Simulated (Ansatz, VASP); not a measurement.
**Si3Cl2 in VASP and in Ansatz**

```
CELL_PARAMETERS angstrom
4.12139 0.00000 0.00000
-2.06070 3.56923 0.00000
0.00000 0.00000 6.41222
ATOMIC_POSITIONS crystal
Si 0.00000 0.00000 0.00000
Si 0.33333 0.66667 0.64500
Si 0.66667 0.33333 0.35500
Cl 0.33333 0.66667 0.24500
Cl 0.66667 0.33333 0.75500
```

Alike in both runs: task single point; functional PBE; k mesh 6 × 6 × 4; occupations gaussian, width 0.1 eV; no spin polarisation.

|  | VASP | Ansatz |
| --- | --- | --- |
| version | VASP 6.6.1 | Ansatz 0.2.0 |
| potentials or method | VASP PAW PBE potentials, release 64 (Si, Cl), cutoff 520 eV | scalar-relativistic, plane waves, PAW |
| valence electrons in the cell | 26 | 26 |

|  | VASP | Ansatz | Ansatz less VASP |
| --- | --- | --- | --- |
| gap on the k mesh at the Fermi level (eV) | none | none | - |
| pressure (GPa) | 11.6 | 11.4 | -0.13 |
| traceless stress, the component that is largest in VASP (GPa) | -1.21 | -1.18 | +0.033 |
| rms of the force components (eV/Å) | 0.887 | 0.881 | -0.0063 |

Atom by atom the forces differ by 0.007 eV/Å (rms over components). A gap of «none» marks a metal or a gap that the smearing closes.
